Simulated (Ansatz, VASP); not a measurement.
# SiNi: VASP beside Ansatz

```
Si Ni
1.0
     4.39584    0.00000    0.00000
     0.00000    2.56779    0.00000
     0.00000    0.00000    4.06246
Si Ni
2 2
Direct
  0.75000 0.00000 0.69203
  0.25000 0.00000 0.30797
  0.75000 0.50000 0.18077
  0.25000 0.50000 0.81923
```

Alike in both runs: functional PBE; k mesh 10 × 18 × 12; occupations gaussian, width 0.1 eV; no spin polarisation.

Ansatz relaxed the structure, and its values are those at the end. VASP's run is a single point on that final structure, the one shown.

```csv
,VASP,Ansatz
version,VASP 6.6.1,Ansatz 0.2.0
potentials or method,"VASP PAW PBE potentials, release 64 (Si, Ni), cutoff 520 eV","scalar-relativistic, plane waves, PAW"
valence electrons in the cell,28,44
```

Ansatz gave:

```
gap on the k mesh at the Fermi level (eV) : none
pressure (GPa)                            : 0.0
rms of the force components (eV/Å)        : 0.000
```

**Question.** What did VASP give for the same quantities?

**Answer.** gap on the k mesh at the Fermi level (eV): none; pressure (GPa): 0.1; rms of the force components (eV/Å): 0.004.

A gap of «none» marks a metal or a gap that the smearing closes. The functional is the same, so the differences come from potentials, cutoffs and numerics. VASP's potentials hold 28 valence electrons a cell and Ansatz's 44, so a difference there can come from the potentials and not from the codes.
